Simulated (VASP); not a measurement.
Write the native input for VASP 6.6.1 that does the following.

```
Task                   : single point
Functional             : PBE
Dispersion             : D3(BJ)
Potentials or basis    : VASP PAW PBE potentials, release 64 (B)
Cutoff                 : 520 eV
k mesh                 : 24 × 24 × 24, shifted
Occupations            : gaussian, width 0.1 eV
Spin                   : no spin polarisation
Dipole correction      : no
Further INCAR settings : ALGO = Normal; EDIFF = 1e-06; NBANDS = 8; ISYM = 0
```

The structure of B lies in POSCAR:

```
B
1.0
    0.0000000000      1.4205156493      1.4205156493
    1.4205156493      0.0000000000      1.4205156493
    1.4205156493      1.4205156493      0.0000000000
B
1
Direct
    0.0000000000      0.0000000000      0.0000000000
```

One way to write it, as run:

INCAR

```
SYSTEM = B
ALGO = Normal
EDIFF = 1E-6
ENCUT = 520
GGA = PE
ISIF = 2
ISMEAR = 0
ISYM = 0
IVDW = 12
LASPH = .True.
LCHARG = .True.
LELF = .True.
LREAL = .False.
LVHAR = .True.
LWAVE = .False.
NBANDS = 8
NELM = 80
PREC = Accurate
SIGMA = 0.1
```

KPOINTS

```
Automatic mesh
0
Gamma
  24 24 24
  0.5 0.5 0.5
```

Potentials or basis: VASP PAW PBE potentials, release 64 (B).

Run with:

```bash
$ cat potpaw_PBE.64/B/POTCAR > POTCAR
$ mpirun -np 1 vasp_std > vasp.out
```

It gave:

The pressure is 0.2 GPa. The dispersion energy per atom is -0.262 eV.

Caveat: pairwise dispersion overbinds metals, which lowers pressure and volume.

It took 5.2 min on 1 thread of Intel(R) Xeon(R) Platinum 8488C (Sapphire Rapids), with other jobs on the host, peak memory 1.2 GiB.
